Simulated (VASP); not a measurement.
The system is GaN.

```
Ga N
1.0
     3.18000    0.00000    0.00000
    -1.59000    2.75396    0.00000
     0.00000    0.00000    5.16600
Ga N
2 2
Direct
  0.66667 0.33333 0.50000
  0.33333 0.66667 0.00000
  0.66667 0.33333 0.87500
  0.33333 0.66667 0.37500
```

| Quantity | Value |
| --- | --- |
| Program | VASP 6.6.1 |
| Task | relaxation of cell and atoms |
| Functional | LDA |
| Potentials or basis | VASP PAW LDA potentials, release 64 (Ga_d, N) |
| Cutoff | 600 eV |
| k mesh | 7 × 7 × 4 |
| Occupations | fermi-dirac, width 0.05 eV |
| Spin | no spin polarisation |

At the start: pressure -3.6 GPa; volume 11.31 Å³/atom.

Question: Where does the relaxation end?

Answer: Over 3 steps the energy falls by 2.7 meV/atom and the volume is 11.10 Å³/atom (-1.8 %); space group P6_3mc (No. 186, to 0.05 Å).

Step by step:
| step | energy change (eV) | largest force (eV/Å) | pressure (GPa) | volume (Å³) |
| --- | --- | --- | --- | --- |
| 1 | 0.0000 | 0.1278 | -3.56 | 45.24 |
| 2 | 0.0000 | 0.1142 | 3.89 | 43.61 |
| 3 | -0.0109 | 0.0114 | 0.01 | 44.42 |

Final structure:
```
CELL_PARAMETERS angstrom
3.15662 0.00000 0.00000
-1.57831 2.73371 0.00000
0.00000 0.00000 5.14706
ATOMIC_POSITIONS crystal
Ga 0.66667 0.33333 0.49940
Ga 0.33333 0.66667 0.99940
N 0.66667 0.33333 0.87560
N 0.33333 0.66667 0.37560
```
